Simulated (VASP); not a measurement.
A run of VASP 6.6.1 is set up as follows.

INCAR

```
  PREC = Accurate
  ENCUT = 520
  EDIFF = 1E-6
  ISMEAR = 1
  SIGMA = 0.1
  LREAL = Auto
  LASPH = True
  NELM = 100
  ALGO = Normal
  ISIF = 2
  LWAVE = False
  LCHARG = True
  GGA = PE
  LELF = True
  LVHAR = True
  NBANDS = 40
```

The input KPOINTS:

```
regular mesh
0
Gamma
  3 3 3
```

The input POSCAR:

```
Al16C
1.0
   -4.0389296000      4.0389296000      4.0389296000
    4.0389296000     -4.0389296000      4.0389296000
    4.0389296000      4.0389296000     -4.0389296000
Al C
16 1
Direct
    0.0001540012     -0.0000303298     -0.0000273587
    0.0002181271      0.2499893784      0.7500124538
    0.0002350870      0.5000561287      0.5000604616
    0.0002198602      0.7499813812      0.2500142612
    0.2502115907     -0.0000014855      0.7500313945
    0.2437608717      0.2435197187      0.5000156477
    0.2437841452      0.4999682342      0.2435975859
    0.2501853461      0.7499794005      0.0000264922
    0.5002311751     -0.0000439473      0.5000478345
    0.5002138438      0.2435069678      0.2435464584
    0.5002345176      0.5000511769      0.0000536033
    0.5002079016      0.7563406156      0.7563796111
    0.7502165920     -0.0000025997      0.2500242886
    0.7502034698      0.2499847980      0.0000339199
    0.7566180406      0.4999530074      0.7564372996
    0.7565884535      0.7563614132      0.5000042586
    0.5001623450      0.4998332974      0.4999413706
```

Potentials or basis: VASP PAW PBE potentials, release 64 (Al, C).

Launch:

```sh
$ cat potpaw_PBE.64/Al/POTCAR potpaw_PBE.64/C/POTCAR > POTCAR
$ mpirun -np 1 vasp_std > vasp.out
```

Problem. Estimate the band gap on the k mesh.

Solution. Zero (bands 26 and 27 overlap by 1.66 eV).

Problem. Predict the pressure.

Solution. 1.7 GPa.

Forces in eV/Å, atoms in the order of the input:
```
Al   0.001 -0.001 -0.001
Al   0.000  0.001  0.001
Al   0.000 -0.001 -0.001
Al   0.001  0.001  0.001
Al  -0.001  0.000  0.001
Al   0.001 -0.001  0.000
Al   0.001  0.000 -0.001
Al  -0.001  0.001  0.000
Al   0.001 -0.002 -0.001
Al  -0.001 -0.001 -0.001
Al   0.000 -0.002 -0.002
Al   0.001 -0.001 -0.001
Al  -0.001  0.000  0.001
Al  -0.001  0.001  0.000
Al   0.001  0.002  0.000
Al   0.000  0.000  0.001
C   -0.002  0.001  0.001
```

Caveat: the k points lie up to 0.37 Å⁻¹ apart, too coarse for converged energies and pressures of a metal.
